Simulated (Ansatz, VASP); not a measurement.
**AlNi in VASP and in Ansatz**

Contents of INCAR:

```
ALGO = Fast
EDIFF = 1E-7
ENCUT = 520
GGA = PE
ISIF = 2
ISMEAR = 0
ISPIN = 2
LASPH = True
LCHARG = False
LMAXMIX = 4
LORBIT = 11
LREAL = False
LWAVE = False
MAGMOM = 1 0
NBANDS = 18
NELM = 150
PREC = Accurate
SIGMA = 0.018000000000000002
```

The input KPOINTS:

```
k-points
0
Gamma
  9 9 9
```

Contents of POSCAR:

```
AlNi
1.0
    2.8810000000      0.0000000000      0.0000000000
    0.0000000000      2.8810000000      0.0000000000
    0.0000000000      0.0000000000      2.8810000000
Ni Al
1 1
Direct
    0.5000000000      0.5000000000      0.5000000000
    0.0000000000      0.0000000000      0.0000000000
```

input.yaml

```yaml
crystal:
  lattice:
    - [2.881, 0.0, 0.0]
    - [0.0, 2.881, 0.0]
    - [0.0, 0.0, 2.881]
  atoms:
    - { symbol: Ni, position: [0.5, 0.5, 0.5], spin: 1.0 }
    - { symbol: Al, position: [0.0, 0.0, 0.0] }
kpoints:
  mp_grid: { grid: [9, 9, 9] }
scf:
  occupations: { method: gaussian, width: 0.018 }
hamiltonian:
  xc: pbe
  pseudopotentials: { kind: all_electron, lapw: { basis_error: 0.001 } }
magnetization:
  spin_polarized: true
output:
  forces: true
  stress: true
  eigenvalues: true
```

Alike in both runs: task single point; functional PBE; k mesh 9 × 9 × 9; occupations gaussian, width 0.018 eV; collinear spin.

|  | VASP | Ansatz |
| --- | --- | --- |
| version | VASP 6.6.1 | Ansatz 0.2.0 |
| potentials or method | VASP PAW PBE potentials, release 64 (Ni, Al), cutoff 520 eV | all-electron LAPW, scalar-relativistic |

|  | VASP | Ansatz | Ansatz less VASP |
| --- | --- | --- | --- |
| gap on the k mesh at the Fermi level (eV) | none | none | - |
| pressure (GPa) | 1.9 | 1.9 | 0.00 |
| net moment per atom (μB) | 0.00 | 0.00 | 0.000 |

A gap of «none» marks a metal or a gap that the smearing closes. Ansatz ran all-electron here, and VASP with PAW potentials.
